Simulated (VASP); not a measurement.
Here is a VASP 6.6.1 calculation.

INCAR

```
SYSTEM = Ti
PREC = Accurate
ENCUT = 520
EDIFF = 1E-6
ISMEAR = 0
SIGMA = 0.1
LREAL = .False.
LASPH = .True.
NELM = 60
ALGO = Fast
ISIF = 2
LWAVE = .False.
LCHARG = .True.
GGA = PS
LELF = .True.
LVHAR = .True.
NBANDS = 19
```

KPOINTS

```
regular mesh
0
Gamma
  18 18 14
  0 0 0
```

The input POSCAR:

```
Ti
1.0
    2.1090379974      2.1090379974      0.0000000000
   -2.1090379974      2.1090379974      0.0000000000
    0.0000000000      0.0000000000      3.9585020874
Ti
2
Direct
    0.0000000000      0.0000000000      0.0000000000
    0.5000000000      0.5000000000      0.5000000000
```

Potentials or basis: VASP PAW PBE potentials, release 64 (Ti_sv).

Launch:

```console
$ cat potpaw_PBE.64/Ti_sv/POTCAR > POTCAR
$ mpirun -np 1 vasp_std > vasp.out
```

Task: Predict the band gap on the k mesh.

Result: Zero (bands 12 and 13 overlap by 1.26 eV).

Task: Predict the pressure.

Result: -5.9 GPa.

Stress tensor (GPa, compression positive):
```
-6.62  0.00  0.00
 0.00 -6.62  0.00
 0.00  0.00 -4.44
```

Caveat: the cell differs from its parent crystal (biaxial strain in the a-b plane: +4.0 %); the cell stands under tension; the PAW data sets were made with another functional, which shifts forces and pressure a little.
